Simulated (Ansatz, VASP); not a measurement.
# ZrAl3B3N: VASP beside Ansatz

```
CELL_PARAMETERS angstrom
4.53109 0.00000 0.00000
0.00000 4.53109 0.00000
0.00000 0.00000 4.66607
ATOMIC_POSITIONS crystal
Zr 0.00000 0.00000 0.54963
Al 0.00000 0.50000 0.06088
Al 0.50000 0.00000 0.06088
Al 0.50000 0.50000 0.62537
B 0.00000 0.50000 0.55452
B 0.50000 0.00000 0.55452
B 0.00000 0.00000 0.05221
N 0.50000 0.50000 0.03673
```

Alike in both runs: functional PBE; k mesh 3 × 3 × 3; occupations gaussian, width 0.15 eV; no spin polarisation.

Ansatz relaxed the structure, and its values are those at the end. VASP's run is a single point on that final structure, the one shown.

```csv
,VASP,Ansatz
version,VASP 6.6.1,Ansatz 0.2.0
potentials or method,"VASP PAW PBE potentials, release 64 (Zr_sv, Al, B, N), cutoff 520 eV","scalar-relativistic, plane waves, PAW"
valence electrons in the cell,35,35
```

```tsv
	VASP	Ansatz	Ansatz less VASP
gap on the k mesh at the Fermi level (eV)	none	none	-
pressure (GPa)	-0.2	-0.2	+0.03
rms of the force components (eV/Å)	0.005	0.005	-0.0006
```

A gap of «none» marks a metal or a gap that the smearing closes.

The k mesh is coarse, so the values compare programs but aren't converged.
